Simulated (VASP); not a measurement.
FePt:

```
CELL_PARAMETERS angstrom
5.44700 0.00000 0.00000
0.00000 2.72350 0.00000
0.00000 0.00000 3.72000
ATOMIC_POSITIONS crystal
Fe 0.00000 0.00000 0.00000
Fe 0.50000 0.00000 0.00000
Pt 0.25000 0.50000 0.50000
Pt 0.75000 0.50000 0.50000
```

Base run:

```yaml
Program: VASP 6.6.1
Functional: PBE
Potentials_or_basis: VASP PAW PBE potentials, release 64 (Fe, Pt)
Cutoff: 520 eV
k_mesh: 5 × 9 × 6
Occupations: fermi-dirac, width 0.05 eV
Spin: no spin polarisation
```

Its results: pressure -13.4 GPa.

Problem. The run is repeated on the same cell with these changes: spin from no spin polarisation to collinear spin, ferromagnetic start; further incar settings from ALGO = Normal; EDIFF = 1e-06; NBANDS = 26 to ALGO = Normal; EDIFF = 1e-06; NBANDS = 30. What comes out?

Solution. Pressure 3.3 GPa; net moment 6.64 μB per cell; site moments Fe +2.95; Pt +0.34 μB.
